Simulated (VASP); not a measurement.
# Nb (Im-3m) in VASP: further runs

Nb is run at these levels: revPBE+D3(BJ), PBE; tasks: single point.

Everything below comes from runs of VASP 6.6.1. Logs are shortened: lines on timing, memory, paths and dates and some standing lists are left out, and cuts for length are marked.

## Step 1: The cell of the first run

The structure is cubic, space group Im-3m (No. 229). The conventional cell has a = 3.240 Å, b = 3.240 Å, c = 3.240 Å, α = 90.00°, β = 90.00°, γ = 90.00°. Nb (site symmetry m-3m) has 14 Nb at 2.81 to 3.24 Å within 3.7 Å.

## Step 2: Single point, revPBE+D3(BJ)

Input file INCAR:

```
SYSTEM = Nb
ALGO = Normal ; EDIFF = 1E-6
ENCUT = 500 ; GGA = RE
GGA_COMPAT = .FALSE. ; ISIF = 2
ISMEAR = -1 ; IVDW = 12
LASPH = .TRUE. ; LCHARG = .FALSE.
LREAL = .FALSE. ; LWAVE = .FALSE.
NBANDS = 12 ; NELM = 120
PREC = Accurate ; SIGMA = 0.1
```

Input file KPOINTS:

```
k-points
0
G
  13 13 13
  0 0 0
```

Input file POSCAR:

```
Nb
1.0
   -1.6198590404      1.6198590404      1.6198590404
    1.6198590404     -1.6198590404      1.6198590404
    1.6198590404      1.6198590404     -1.6198590404
Nb
1
Direct
    0.0000000000      0.0000000000      0.0000000000
```

Potentials or basis: VASP PAW PBE potentials, release 64 (Nb_sv).

Started as:

```sh
> cat potpaw_PBE.64/Nb_sv/POTCAR > POTCAR
> mpirun -np 1 vasp_std > vasp.out
```

OUTCAR:

```text
SYSTEM = Nb
   EDIFF = 1E-6
   ENCUT = 500
   GGA = RE
   ISIF = 2
   ISMEAR = -1
   IVDW = 12
   LASPH = .TRUE.
   LREAL = .FALSE.
   NELM = 120
   PREC = Accurate
 IVDW          = 12

 ion  position               nearest neighbor table
   1  0.000  0.000  0.000-

  LATTYP: Found a body centered cubic cell.
 ALAT       =     3.2397180808

  Lattice vectors:

 A1 = (  -1.6198590404,   1.6198590404,   1.6198590404)
 A2 = (   1.6198590404,  -1.6198590404,   1.6198590404)
 A3 = (   1.6198590404,   1.6198590404,  -1.6198590404)

Analysis of symmetry for initial positions (statically):
=====================================================================
 Subroutine PRICEL returns:
 Original cell was already a primitive cell.

 Routine SETGRP: Setting up the symmetry group for a
 body centered cubic supercell.

 Subroutine GETGRP returns: Found 48 space group operations
 (whereof 48 operations were pure point group operations)
 out of a pool of 48 trial point group operations.

The static configuration has the point symmetry O_h .

Analysis of symmetry for dynamics (positions and initial velocities):
=====================================================================
 Subroutine PRICEL returns:
 Original cell was already a primitive cell.

 Routine SETGRP: Setting up the symmetry group for a
 body centered cubic supercell.

 Subroutine GETGRP returns: Found 48 space group operations
 (whereof 48 operations were pure point group operations)
 out of a pool of 48 trial point group operations.

The dynamic configuration has the point symmetry O_h .

 Subroutine INISYM returns: Found 48 space group operations
 (whereof 48 operations are pure point group operations),
 and found     1 'primitive' translations

----------------------------------------------------------------------------------------

                                     Primitive cell

  volume of cell :      17.0017

  direct lattice vectors                    reciprocal lattice vectors
    -1.619859040  1.619859040  1.619859040     0.000000000  0.308668833  0.308668833
     1.619859040 -1.619859040  1.619859040     0.308668833  0.000000000  0.308668833
     1.619859040  1.619859040 -1.619859040     0.308668833  0.308668833  0.000000000

  length of vectors
     2.805678159  2.805678159  2.805678159     0.436523650  0.436523650  0.436523650

[... 83 lines left out ...]
   NFREE  =      0    steps in history (QN), initial steepest desc. (CG)
   ISIF   =      2    stress and relaxation
   ISYM   =      2    0-nonsym 1-usesym 2-fastsym
   POTIM  = 0.5000    time-step for ionic-motion
   TEBEG  =    0.0;   TEEND  =   0.0 temperature during run
   PSTRESS=    0.0 pullay stress
   NELECT =      13.0000    total number of electrons
   NUPDOWN=      -1.0000    fix difference up-down
   EMIN   =  10.00;   EMAX   =-10.00  energy-range for DOS
   EFERMI =   0.00;   METHOD = LEGACY
   ISMEAR =    -1;   SIGMA  =   0.10  broadening in eV -4-tet -1-fermi 0-gaus
   EFERMI_NEDOS =   21; number of points for ismear=-14 and -15
   IALGO  =     38    algorithm
   IMIX   =      4    mixing-type and parameters
     AMIX     =   0.40;   BMIX     =  1.00
     AMIX_MAG =   1.60;   BMIX_MAG =  1.00
  volume/ion in A,a.u.               =      17.00       114.73
  Fermi-wavevector in a.u.,A,eV,Ry     =   1.497012  2.828943 30.491283  2.241046
  Thomas-Fermi vector in A             =   2.608955
   LORBIT       =      0    0 simple, 1 ext, 2 COOP (PROOUT), +10 PAW based schemes
   GGA     = RE    functional components
   LHFCALC =     F    Hartree Fock is set to
   AEXX    =    0.0000 exact exchange contribution
   IVDW    =    12    specifies the selected vdW correction
   LEPSILON=     F    determine dielectric tensor
   LRPA    =     F    only Hartree local field effects (RPA)
 non-spin polarized calculation
  energy-cutoff  :      500.00
  volume of cell :       17.00
 maximum number of plane-waves:       448
   NGX = 11   NGY = 11   NGZ = 11

 number of electron      12.9999998 magnetization

 Free energy of the ion-electron system (eV)
  ---------------------------------------------------
  ext. energy  EPLUGINS =         0.00000000
  ---------------------------------------------------
  free energy    TOTEN  =        -9.78045057 eV

  energy without entropy =       -9.74009237  energy(sigma->0) =       -9.76027147

 E-fermi :  12.0937     XC(G=0): -12.7546

 val. band max:       12.0422563562   @ k =  -0.1538   0.1538   0.0769
 cond. band min:      12.1230965977   @ k =   0.3846   0.2308   0.0000
 fundamental gap:      0.0808402415
 Fermi energy:        12.0936654581

 k-point     1 :       0.0000    0.0000    0.0000
  band No.  band energies     occupation
      1     -42.2480      2.00000
      2     -17.4115      2.00000
      3     -17.4115      2.00000
      4     -17.4115      2.00000
      5       6.0254      2.00000
      6      12.4120      0.07960
      7      12.4120      0.07960
      8      12.4120      0.07960
      9      15.5171      0.00000
     10      15.5171      0.00000
     11      26.4263      0.00000
     12      26.4263      0.00000
[... 331 lines left out ...]
 k-point    24 :       0.2308    0.0769    0.0769
  band No.  band energies     occupation
      1     -42.0256      2.00000
      2     -18.5704      2.00000
      3     -17.7629      2.00000
      4     -17.5066      2.00000
      5       8.8565      2.00000
      6      10.6931      2.00000
      7      11.5494      1.99138
      8      15.3310      0.00000
      9      15.8879      0.00000
     10      17.1886      0.00000
     11      26.4509      0.00000
     12      27.5571      0.00000

 [... further k-points ...]

------------------------ aborting loop because EDIFF is reached ----------------------------------------

 Edisp (eV)   -1.43997

 E8    (eV) :    -1.0558

  FORCE on cell =-STRESS in cart. coord.  units (eV):
  Direction    XX          YY          ZZ          XY          YZ          ZX
  --------------------------------------------------------------------------------------
  -------------------------------------------------------------------------------------
  Total      -0.04417    -0.04417    -0.04417     0.00000     0.00000     0.00000
  in kB      -4.16233    -4.16233    -4.16233     0.00000     0.00000     0.00000
  external pressure =       -4.16 kB  Pullay stress =        0.00 kB

 VOLUME and BASIS-vectors are now :
 -----------------------------------------------------------------------------
  energy-cutoff  :      500.00
  volume of cell :       17.00
      direct lattice vectors                 reciprocal lattice vectors
    -1.619859040  1.619859040  1.619859040     0.000000000  0.308668833  0.308668833
     1.619859040 -1.619859040  1.619859040     0.308668833  0.000000000  0.308668833
     1.619859040  1.619859040 -1.619859040     0.308668833  0.308668833  0.000000000

 POSITION                                       TOTAL-FORCE (eV/Angst)
 -----------------------------------------------------------------------------------
      0.00000      0.00000      0.00000         0.000000     -0.000000     -0.000000
 -----------------------------------------------------------------------------------
    total drift:                                0.000000     -0.000000     -0.000000

  FREE ENERGIE OF THE ION-ELECTRON SYSTEM (eV)
  ---------------------------------------------------
  free  energy   TOTEN  =       -11.2204175469 eV

  energy  without entropy=      -11.1800593412  energy(sigma->0) =      -11.20023844
```

stdout:

```text
POSCAR found type information on POSCAR Nb
 POSCAR found :  1 types and       1 ions
 scaLAPACK will be used
 -----------------------------------------------------------------------------
|                                                                             |
|                                                                             |
|     You enforced a specific xc type in the INCAR file but a different       |
|     I HOPE YOU KNOW WHAT YOU ARE DOING!                                     |
|                                                                             |
 -----------------------------------------------------------------------------

 LDA part: xc-table for (Slater+PW92), standard interpolation
 POSCAR, INCAR and KPOINTS ok, starting setup
 FFT: planning ... GRIDC
 FFT: planning ... GRID_SOFT
 FFT: planning ... GRID
 WAVECAR not read
 entering main loop
```

It took 12 s on 1 thread of Intel Xeon Platinum 8488C (Sapphire Rapids), shared host; peak memory 0.14 GiB.

Results:

```yaml
Free_energy: -11.2204 eV
Pressure: -0.4 GPa
Band_gap_on_the_k_mesh: zero (an odd number of electrons rules out a gap without spin polarisation)
Dispersion_energy_per_atom: -1.440 eV
```

Levels at points of the mesh, in eV from the Fermi level:
| k point | band 4 | band 5 | band 6 | band 7 | band 8 | band 9 |
| --- | --- | --- | --- | --- | --- | --- |
| (0.00, 0.00, 0.00) | -29.51 | -6.07 | 0.32 | 0.32 | 0.32 | 3.42 |

Caveat: the PAW data sets were made with another functional, which shifts forces and pressure a little.

## Step 3: Single point, PBE

This run uses another cell than the first one, of 18.12 Å³/atom.

Input file INCAR:

```
ALGO = Normal
EDIFF = 1E-6
ENCUT = 500
GGA = PE
GGA_COMPAT = False
ISIF = 2
ISMEAR = -1
LASPH = True
LCHARG = False
LREAL = False
LWAVE = False
NBANDS = 12
NELM = 120
PREC = Accurate
SIGMA = 0.1
```

Input file KPOINTS:

```
k-points
0
Gamma
  13 13 13
```

Input file POSCAR:

```
Nb
1.0
   -1.6546565584      1.6546565584      1.6546565584
    1.6546565584     -1.6546565584      1.6546565584
    1.6546565584      1.6546565584     -1.6546565584
Nb
1
Direct
    0.0000000000      0.0000000000      0.0000000000
```

Potentials or basis: VASP PAW PBE potentials, release 64 (Nb_sv).

Started as:

```sh
> cat potpaw_PBE.64/Nb_sv/POTCAR > POTCAR
> mpirun -np 1 vasp_std > vasp.out
```

OUTCAR:

```text
EDIFF = 1E-6
   ENCUT = 500
   GGA = PE
   ISIF = 2
   ISMEAR = -1
   LASPH = True
   LREAL = False
   NELM = 120
   PREC = Accurate

 ion  position               nearest neighbor table
   1  0.000  0.000  0.000-

  LATTYP: Found a body centered cubic cell.
 ALAT       =     3.3093131168

  Lattice vectors:

 A1 = (  -1.6546565584,   1.6546565584,   1.6546565584)
 A2 = (   1.6546565584,  -1.6546565584,   1.6546565584)
 A3 = (   1.6546565584,   1.6546565584,  -1.6546565584)
[... 537 lines left out ...]
     11      25.0777      0.00000
     12      25.7550      0.00000

 [... further k-points ...]

------------------------ aborting loop because EDIFF is reached ----------------------------------------

  FORCE on cell =-STRESS in cart. coord.  units (eV):
  Direction    XX          YY          ZZ          XY          YZ          ZX
  --------------------------------------------------------------------------------------
  -------------------------------------------------------------------------------------
  Total       -0.0405843     -0.0405843     -0.0405843      0.0000000      0.0000000     -0.0000000
  in kB       -3.5882693     -3.5882693     -3.5882693      0.0000000      0.0000000     -0.0000000
  external PRESSURE =      -3.5882693 kB  Pullay stress =       0.0000000 kB

 VOLUME and BASIS-vectors are now :
 -----------------------------------------------------------------------------
  energy-cutoff  :      500.00
  volume of cell :       18.12
      direct lattice vectors                 reciprocal lattice vectors
    -1.654656558  1.654656558  1.654656558     0.000000000  0.302177511  0.302177511
     1.654656558 -1.654656558  1.654656558     0.302177511  0.000000000  0.302177511
     1.654656558  1.654656558 -1.654656558     0.302177511  0.302177511  0.000000000

 POSITION                                       TOTAL-FORCE (eV/Angst)
 -----------------------------------------------------------------------------------
      0.00000      0.00000      0.00000        -0.000000      0.000000      0.000000
 -----------------------------------------------------------------------------------
    total drift:                                0.000000      0.000000     -0.000000

  FREE ENERGIE OF THE ION-ELECTRON SYSTEM (eV)
  ---------------------------------------------------
  free  energy   TOTEN  =       -10.2438140895 eV

  energy  without entropy=      -10.1978778052  energy(sigma->0) =      -10.22084595
```

OSZICAR:

```text
N       E                     dE             d eps       ncg     rms          rms(c)
DAV:   1     0.115503301558E+03    0.11550E+03   -0.71734E+03  2024   0.105E+03
DAV:   2    -0.604858225412E+01   -0.12155E+03   -0.11727E+03  2212   0.383E+02
DAV:   3    -0.104137289394E+02   -0.43651E+01   -0.41825E+01  2912   0.639E+01
DAV:   4    -0.106560009080E+02   -0.24227E+00   -0.24103E+00  2812   0.138E+01
DAV:   5    -0.106665572485E+02   -0.10556E-01   -0.10549E-01  2956   0.233E+00    0.708E+00
DAV:   6    -0.102820028245E+02    0.38455E+00   -0.58937E-01  3244   0.971E+00    0.247E+00
DAV:   7    -0.102385041171E+02    0.43499E-01   -0.17904E-01  3328   0.530E+00    0.939E-01
DAV:   8    -0.102437653990E+02   -0.52613E-02   -0.12120E-02  2408   0.145E+00    0.407E-02
DAV:   9    -0.102438053100E+02   -0.39911E-04   -0.93927E-04  3144   0.283E-01    0.405E-02
DAV:  10    -0.102438211795E+02   -0.15870E-04   -0.26510E-05  2372   0.660E-02    0.153E-02
DAV:  11    -0.102438144175E+02    0.67620E-05   -0.53393E-06  2632   0.394E-02    0.277E-03
DAV:  12    -0.102438140895E+02    0.32800E-06   -0.19290E-07  1396   0.587E-03
   1 F= -.10243814E+02 E0= -.10220846E+02  d E =-.459363E-01
```

Wall time 12 s (1 thread of Intel Xeon Platinum 8488C (Sapphire Rapids), shared host); peak memory 0.14 GiB.

What came out:

```yaml
Free_energy: -10.2438 eV
Pressure: -0.4 GPa
Band_gap_on_the_k_mesh: zero (an odd number of electrons rules out a gap without spin polarisation)
```
